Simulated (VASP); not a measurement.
# PbSe (Pm-3m) in VASP: a series of runs, part 3 of 3

VASP 6.6.1. The steps go on from the part before.

### Step 5. Single point, PBEsol

This run uses another cell than the first one, of 27.91 Å³/atom, 1.096 times its volume.

Input file INCAR:

```
SYSTEM = PbSe
ALGO = Normal
EDIFF = 1E-6
ENCUT = 500
GGA = PS
GGA_COMPAT = .False.
ISIF = 2
ISMEAR = -1
LASPH = .True.
LCHARG = .False.
LREAL = .False.
LWAVE = .False.
NBANDS = 17
NELM = 120
PREC = Accurate
SIGMA = 0.05
```

Input file KPOINTS:

```
k-points
0
Gamma
  6 6 6
  0 0 0
```

Input file POSCAR:

```
PbSe
1.0
    3.8217929716      0.0000000000      0.0000000000
    0.0000000000      3.8217929716      0.0000000000
    0.0000000000      0.0000000000      3.8217929716
Pb Se
1 1
Direct
    0.0000000000      0.0000000000      0.0000000000
    0.5000000000      0.5000000000      0.5000000000
```

Potentials or basis: VASP PAW PBE potentials, release 64 (Pb_d, Se).

Started as:

```bash
> cat potpaw_PBE.64/Pb_d/POTCAR potpaw_PBE.64/Se/POTCAR > POTCAR
> mpirun -np 1 vasp_std > vasp.out
```

OUTCAR:

```text
SYSTEM = PbSe
   EDIFF = 1E-6
   ENCUT = 500
   GGA = PS
   ISIF = 2
   ISMEAR = -1
   LASPH = .True.
   LREAL = .False.
   NELM = 120
   PREC = Accurate

 ion  position               nearest neighbor table
   1  0.000  0.000  0.000-   2 3.31   2 3.31   2 3.31   2 3.31   2 3.31   2 3.31   2 3.31   2 3.31

   2  0.500  0.500  0.500-   1 3.31   1 3.31   1 3.31   1 3.31   1 3.31   1 3.31   1 3.31   1 3.31

  LATTYP: Found a simple cubic cell.
 ALAT       =     3.8217929716

  Lattice vectors:

 A1 = (   3.8217929716,   0.0000000000,   0.0000000000)
 A2 = (   0.0000000000,   3.8217929716,   0.0000000000)
 A3 = (   0.0000000000,   0.0000000000,   3.8217929716)

Analysis of symmetry for initial positions (statically):
=====================================================================
 Subroutine PRICEL returns:
 Original cell was already a primitive cell.

 Routine SETGRP: Setting up the symmetry group for a
 simple cubic supercell.

 Subroutine GETGRP returns: Found 48 space group operations
 (whereof 48 operations were pure point group operations)
 out of a pool of 48 trial point group operations.

The static configuration has the point symmetry O_h .

[... 152 lines left out ...]

  energy without entropy =       -8.42041011  energy(sigma->0) =       -8.42562461

 E-fermi :   4.9178     XC(G=0):  -9.9849

 val. band max:        4.8938886314   @ k =   0.5000   0.5000   0.0000
 cond. band min:       4.9519593314   @ k =   0.5000   0.3333   0.3333
 fundamental gap:      0.0580706999
 Fermi energy:         4.9178000017

 k-point     1 :       0.0000    0.0000    0.0000
  band No.  band energies     occupation
      1     -11.9726      2.00000
      2     -11.9726      2.00000
      3     -11.8350      2.00000
      4     -11.8350      2.00000
      5     -11.8350      2.00000
      6      -8.1573      2.00000
[... 377 lines left out ...]
      4     -11.7973      2.00000
      5     -11.7973      2.00000
      6      -6.3588      2.00000
[... 9 lines left out ...]
     16      18.2618      0.00000
     17      21.8454      0.00000

------------------------ aborting loop because EDIFF is reached ----------------------------------------

  FORCE on cell =-STRESS in cart. coord.  units (eV):
  Direction    XX          YY          ZZ          XY          YZ          ZX
  --------------------------------------------------------------------------------------
  -------------------------------------------------------------------------------------
  Total       -1.5007939     -1.5007939     -1.5007939      0.0000000      0.0000000      0.0000000
  in kB      -43.0754843    -43.0754843    -43.0754843      0.0000000      0.0000000      0.0000000
  external PRESSURE =     -43.0754843 kB  Pullay stress =       0.0000000 kB

 VOLUME and BASIS-vectors are now :
 -----------------------------------------------------------------------------
  energy-cutoff  :      500.00
  volume of cell :       55.82
      direct lattice vectors                 reciprocal lattice vectors
     3.821792972  0.000000000  0.000000000     0.261657292  0.000000000  0.000000000
     0.000000000  3.821792972  0.000000000     0.000000000  0.261657292  0.000000000
     0.000000000  0.000000000  3.821792972     0.000000000  0.000000000  0.261657292

 POSITION                                       TOTAL-FORCE (eV/Angst)
 -----------------------------------------------------------------------------------
      0.00000      0.00000      0.00000         0.000000      0.000000      0.000000
      1.91090      1.91090      1.91090         0.000000      0.000000      0.000000
 -----------------------------------------------------------------------------------
    total drift:                               -0.000000      0.000000      0.000000

  FREE ENERGIE OF THE ION-ELECTRON SYSTEM (eV)
  ---------------------------------------------------
  free  energy   TOTEN  =        -8.4308391076 eV

  energy  without entropy=       -8.4204101061  energy(sigma->0) =       -8.42562461
```

stdout:

```text
POSCAR found type information on POSCAR PbSe
 POSCAR found :  2 types and       2 ions
 scaLAPACK will be used
 -----------------------------------------------------------------------------
|                                                                             |
|                                                                             |
|     You enforced a specific xc type in the INCAR file but a different       |
|     I HOPE YOU KNOW WHAT YOU ARE DOING!                                     |
|                                                                             |
 -----------------------------------------------------------------------------

 LDA part: xc-table for (Slater+PW92), standard interpolation
 POSCAR, INCAR and KPOINTS ok, starting setup
 FFT: planning ... GRIDC
 FFT: planning ... GRID_SOFT
 FFT: planning ... GRID
 WAVECAR not read
 entering main loop
```

Wall time 15 s (1 thread of Intel Xeon Platinum 8488C (Sapphire Rapids), shared host); peak memory 0.16 GiB.

Results:

```
Free energy            : -8.4308 eV
Pressure               : -4.3 GPa
Band gap on the k mesh : zero (band 10 reaches 4.97 eV, above the bottom of band 11 at 4.30 eV)
```

Caveat: the PAW data sets were made with another functional, which shifts forces and pressure a little; spin-orbit coupling is left out, which moves the levels of the heavy elements.

### Step 6. Single point, PBEsol

This run uses another cell than the first one, of 28.72 Å³/atom, 1.128 times its volume.

Input file INCAR:

```
PREC = Accurate
ENCUT = 500
EDIFF = 1E-6
ISMEAR = -1
SIGMA = 0.05
LREAL = False
LASPH = True
NELM = 120
ALGO = Normal
ISIF = 2
LWAVE = False
LCHARG = False
GGA = PS
NBANDS = 17
GGA_COMPAT = False
```

Input file KPOINTS:

```
regular mesh
0
Gamma
  6 6 6
```

Input file POSCAR:

```
PbSe
1.0
    3.8585432354      0.0000000000      0.0000000000
    0.0000000000      3.8585432354      0.0000000000
    0.0000000000      0.0000000000      3.8585432354
Pb Se
1 1
Direct
    0.0000000000      0.0000000000      0.0000000000
    0.5000000000      0.5000000000      0.5000000000
```

Potentials or basis: VASP PAW PBE potentials, release 64 (Pb_d, Se).

Started as:

```bash
> cat potpaw_PBE.64/Pb_d/POTCAR potpaw_PBE.64/Se/POTCAR > POTCAR
> mpirun -np 1 vasp_std > vasp.out
```

OUTCAR:

```text
PREC = Accurate
   ENCUT = 500
   EDIFF = 1E-6
   ISMEAR = -1
   LREAL = False
   LASPH = True
   NELM = 120
   ISIF = 2
   GGA = PS

 ion  position               nearest neighbor table
   1  0.000  0.000  0.000-   2 3.34   2 3.34   2 3.34   2 3.34   2 3.34   2 3.34   2 3.34   2 3.34

   2  0.500  0.500  0.500-   1 3.34   1 3.34   1 3.34   1 3.34   1 3.34   1 3.34   1 3.34   1 3.34

  LATTYP: Found a simple cubic cell.
 ALAT       =     3.8585432354

  Lattice vectors:

 A1 = (   3.8585432354,   0.0000000000,   0.0000000000)
 A2 = (   0.0000000000,   3.8585432354,   0.0000000000)
 A3 = (   0.0000000000,   0.0000000000,   3.8585432354)

Analysis of symmetry for initial positions (statically):
=====================================================================
 Subroutine PRICEL returns:
 Original cell was already a primitive cell.

 Routine SETGRP: Setting up the symmetry group for a
 simple cubic supercell.

 Subroutine GETGRP returns: Found 48 space group operations
 (whereof 48 operations were pure point group operations)
 out of a pool of 48 trial point group operations.

The static configuration has the point symmetry O_h .

Analysis of symmetry for dynamics (positions and initial velocities):
=====================================================================
 Subroutine PRICEL returns:
 Original cell was already a primitive cell.

 Routine SETGRP: Setting up the symmetry group for a
 simple cubic supercell.

 Subroutine GETGRP returns: Found 48 space group operations
 (whereof 48 operations were pure point group operations)
 out of a pool of 48 trial point group operations.

The dynamic configuration has the point symmetry O_h .

 Subroutine INISYM returns: Found 48 space group operations
 (whereof 48 operations are pure point group operations),
 and found     1 'primitive' translations

----------------------------------------------------------------------------------------

                                     Primitive cell

  volume of cell :      57.4474

  direct lattice vectors                    reciprocal lattice vectors
     3.858543235  0.000000000  0.000000000     0.259165166  0.000000000  0.000000000
     0.000000000  3.858543235  0.000000000     0.000000000  0.259165166  0.000000000
     0.000000000  0.000000000  3.858543235     0.000000000  0.000000000  0.259165166

  length of vectors
     3.858543235  3.858543235  3.858543235     0.259165166  0.259165166  0.259165166

  position of ions in fractional coordinates (direct lattice)
     0.000000000  0.000000000  0.000000000
     0.500000000  0.500000000  0.500000000

  ion indices of the primitive-cell ions
   primitive index   ion index
                 1           1
                 2           2

----------------------------------------------------------------------------------------

 KPOINTS: regular mesh

Automatic generation of k-mesh.
 Grid dimensions read from file:
 generate k-points for:    6    6    6

 Generating k-lattice:

  Cartesian coordinates                     Fractional coordinates (reciprocal lattice)
     0.043194194  0.000000000  0.000000000     0.166666667  0.000000000  0.000000000
     0.000000000  0.043194194  0.000000000     0.000000000  0.166666667  0.000000000
     0.000000000  0.000000000  0.043194194     0.000000000  0.000000000  0.166666667

  Length of vectors
     0.043194194  0.043194194  0.043194194

  Shift w.r.t. Gamma in fractional coordinates (k-lattice)
     0.000000000  0.000000000  0.000000000

 Subroutine IBZKPT returns following result:
 ===========================================

 Found     20 irreducible k-points:

 Following reciprocal coordinates:
            Coordinates               Weight
  0.000000  0.000000  0.000000      1.000000
  0.166667  0.000000  0.000000      6.000000
  0.333333  0.000000  0.000000      6.000000
  0.500000  0.000000  0.000000      3.000000
  0.166667  0.166667  0.000000     12.000000
  0.333333  0.166667  0.000000     24.000000
[... 12 lines left out ...]
  0.500000  0.500000  0.333333      6.000000
  0.500000  0.500000  0.500000      1.000000
   k-points           NKPTS =     20   k-points in BZ     NKDIM =     20   number of bands    NBANDS=     17
   number of dos      NEDOS =    301   number of ions     NIONS =      2
   total plane-waves  NPLWV =  21952
   dimension x,y,z NGX =    28 NGY =   28 NGZ =   28
   dimension x,y,z NGXF=    56 NGYF=   56 NGZF=   56
   ions per type =               1   1
   NGX,Y,Z   is equivalent  to a cutoff of  12.06, 12.06, 12.06 a.u.
   NGXF,Y,Z  is equivalent  to a cutoff of  24.13, 24.13, 24.13 a.u.
 SYSTEM =  unknown system
   PREC   = accura    normal or accurate (medium, high low for compatibility)
   ISTART =      0    job   : 0-new  1-cont  2-samecut
   ICHARG =      2    charge: 1-file 2-atom 10-const
   ISPIN  =      1    spin polarized calculation?
   LNONCOLLINEAR =      F non collinear calculations
   LSORBIT =      F    spin-orbit coupling
   LASPH  =      T    aspherical Exc in radial PAW
   ENCUT  =  500.0 eV  36.75 Ry    6.06 a.u.   7.04  7.04  7.04*2*pi/ulx,y,z
   NELM   =    120;   NELMIN=  2; NELMDL= -5     # of ELM steps
   EDIFF  = 0.1E-05   stopping-criterion for ELM
   LREAL  =      F    real-space projection
   EDIFFG = 0.1E-04   stopping-criterion for IOM
   NSW    =      0    number of steps for IOM
   IBRION =     -1    ionic relax: 0-MD 1-quasi-New 2-CG
   NFREE  =      0    steps in history (QN), initial steepest desc. (CG)
   ISIF   =      2    stress and relaxation
   ISYM   =      2    0-nonsym 1-usesym 2-fastsym
   POTIM  = 0.5000    time-step for ionic-motion
   TEBEG  =    0.0;   TEEND  =   0.0 temperature during run
   PSTRESS=    0.0 pullay stress
   NELECT =      20.0000    total number of electrons
   NUPDOWN=      -1.0000    fix difference up-down
   EMIN   =  10.00;   EMAX   =-10.00  energy-range for DOS
   EFERMI =   0.00;   METHOD = LEGACY
   ISMEAR =    -1;   SIGMA  =   0.05  broadening in eV -4-tet -1-fermi 0-gaus
   EFERMI_NEDOS =   21; number of points for ismear=-14 and -15
   IALGO  =     38    algorithm
   IMIX   =      4    mixing-type and parameters
     AMIX     =   0.40;   BMIX     =  1.00
     AMIX_MAG =   1.60;   BMIX_MAG =  1.00
  volume/ion in A,a.u.               =      28.72       193.84
  Fermi-wavevector in a.u.,A,eV,Ry     =   1.151670  2.176341 18.046009  1.326344
  Thomas-Fermi vector in A             =   2.288326
   LORBIT       =      0    0 simple, 1 ext, 2 COOP (PROOUT), +10 PAW based schemes
   GGA     = PS    functional components
   LHFCALC =     F    Hartree Fock is set to
   AEXX    =    0.0000 exact exchange contribution
   IVDW    =     0    specifies the selected vdW correction
   LEPSILON=     F    determine dielectric tensor
   LRPA    =     F    only Hartree local field effects (RPA)
 non-spin polarized calculation
  energy-cutoff  :      500.00
  volume of cell :       57.45
 maximum number of plane-waves:      1478
   NGX = 15   NGY = 15   NGZ = 15

 number of electron      19.9999989 magnetization

 Free energy of the ion-electron system (eV)
  ---------------------------------------------------
  ext. energy  EPLUGINS =         0.00000000
  ---------------------------------------------------
  free energy    TOTEN  =        -8.38275196 eV

  energy without entropy =       -8.37264117  energy(sigma->0) =       -8.37769657

 E-fermi :   4.6424     XC(G=0):  -9.8523

 val. band max:        4.6217955097   @ k =   0.5000   0.5000   0.0000
 cond. band min:       4.6537918295   @ k =   0.1667   0.1667   0.1667
 fundamental gap:      0.0319963198
 Fermi energy:         4.6424204071

 k-point     1 :       0.0000    0.0000    0.0000
  band No.  band energies     occupation
      1     -12.2774      2.00000
      2     -12.2774      2.00000
      3     -12.1515      2.00000
      4     -12.1515      2.00000
      5     -12.1515      2.00000
      6      -8.2729      2.00000
[... 9 lines left out ...]
     16      14.9582      0.00000
     17      17.1278      0.00000
[... 361 lines left out ...]
 k-point    20 :       0.5000    0.5000    0.5000
  band No.  band energies     occupation
      1     -12.2243      2.00000
      2     -12.2243      2.00000
      3     -12.2243      2.00000
      4     -12.1190      2.00000
      5     -12.1190      2.00000
      6      -6.5983      2.00000
[... 9 lines left out ...]
     16      17.6868      0.00000
     17      21.2873      0.00000

------------------------ aborting loop because EDIFF is reached ----------------------------------------

  FORCE on cell =-STRESS in cart. coord.  units (eV):
  Direction    XX          YY          ZZ          XY          YZ          ZX
  --------------------------------------------------------------------------------------
  -------------------------------------------------------------------------------------
  Total       -1.8862256     -1.8862256     -1.8862256     -0.0000000      0.0000000     -0.0000000
  in kB      -52.6058586    -52.6058586    -52.6058586     -0.0000000      0.0000000     -0.0000000
  external PRESSURE =     -52.6058586 kB  Pullay stress =       0.0000000 kB

 VOLUME and BASIS-vectors are now :
 -----------------------------------------------------------------------------
  energy-cutoff  :      500.00
  volume of cell :       57.45
      direct lattice vectors                 reciprocal lattice vectors
     3.858543235  0.000000000  0.000000000     0.259165166  0.000000000  0.000000000
     0.000000000  3.858543235  0.000000000     0.000000000  0.259165166  0.000000000
     0.000000000  0.000000000  3.858543235     0.000000000  0.000000000  0.259165166

 POSITION                                       TOTAL-FORCE (eV/Angst)
 -----------------------------------------------------------------------------------
      0.00000      0.00000      0.00000         0.000000      0.000000      0.000000
      1.92927      1.92927      1.92927         0.000000      0.000000      0.000000
 -----------------------------------------------------------------------------------
    total drift:                               -0.000000      0.000000      0.000000

  FREE ENERGIE OF THE ION-ELECTRON SYSTEM (eV)
  ---------------------------------------------------
  free  energy   TOTEN  =        -8.3827519635 eV

  energy  without entropy=       -8.3726411679  energy(sigma->0) =       -8.37769657
```

Wall time 17 s (1 thread of Intel Xeon Platinum 8488C (Sapphire Rapids), shared host); peak memory 0.16 GiB.

Results:

```
Free energy            : -8.3828 eV
Pressure               : -5.3 GPa
Band gap on the k mesh : zero (band 10 reaches 4.65 eV, above the bottom of band 11 at 4.08 eV)
```

Caveat: the PAW data sets were made with another functional, which shifts forces and pressure a little; spin-orbit coupling is left out, which moves the levels of the heavy elements.

### Step 7. Overview

```tsv
cell	gap on the mesh (eV)	pressure (GPa)
a = 3.707 Å, 2 atoms	none	-0.2
a = 3.746 Å, 2 atoms	none	-1.8
a = 3.784 Å, 2 atoms	none	-3.2
a = 3.822 Å, 2 atoms	none	-4.3
a = 3.859 Å, 2 atoms	none	-5.3
```

Alike in all rows: task single point; level PBEsol; potentials or basis VASP PAW PBE potentials, release 64 (Pb_d, Se); no spin polarisation; k mesh 6 × 6 × 6; cutoff (eV) 500; smearing fermi-dirac 0.05 eV.

Caveats: the PAW data sets were made with another functional, which shifts forces and pressure a little; spin-orbit coupling is left out, which moves the levels of the heavy elements.

Absolute energies hang on the potentials; compare differences alone.
